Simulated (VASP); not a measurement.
Wanted: the native input for a VASP 6.6.1 run.

| Item | Value |
| --- | --- |
| Task | single point |
| Functional | PBE |
| Potentials or basis | VASP PAW PBE potentials, release 64 (W_sv) |
| Cutoff | 520 eV |
| k mesh | 13 × 13 × 13 |
| Occupations | fermi-dirac, width 0.05 eV |
| Spin | no spin polarisation |
| Dipole correction | no |
| Further INCAR settings | ALGO = Fast; EDIFF = 1e-06; NBANDS = 13 |

The structure of W lies in POSCAR:

```
W
1.0
   -1.5448010000      1.6150760000      1.6310250000
    1.5711460000     -1.5452470000      1.5875410000
    1.5456960000      1.5461430000     -1.5611960000
W
1
Direct
    0.0109310000      0.0077030000      0.0229730000
```

One way to write it, as run:

INCAR

```
SYSTEM = W
PREC = Accurate
ENCUT = 520
EDIFF = 1E-6
ISMEAR = -1
SIGMA = 0.05
LREAL = .False.
LASPH = .True.
NELM = 80
ALGO = Fast
ISIF = 2
LWAVE = .False.
LCHARG = .False.
GGA = PE
NBANDS = 13
```

KPOINTS

```
Automatic mesh
0
Gamma
  13 13 13
  0 0 0
```

Potentials or basis: VASP PAW PBE potentials, release 64 (W_sv).

Launch:

```sh
$ cat potpaw_PBE.64/W_sv/POTCAR > POTCAR
$ mpirun -np 1 vasp_std > vasp.out
```

It gave:

```yaml
Pressure: 6.6 GPa
Band_gap_on_the_k_mesh: zero (bands 7 and 8 overlap by 5.13 eV)
```

Caveat: the cell stands under pressure; spin-orbit coupling is left out, which moves the levels of the heavy elements.

Wall time 64 s on 1 thread of Intel(R) Xeon(R) 6975P-C (Granite Rapids), on a shared host, peak memory 0.3 GiB.
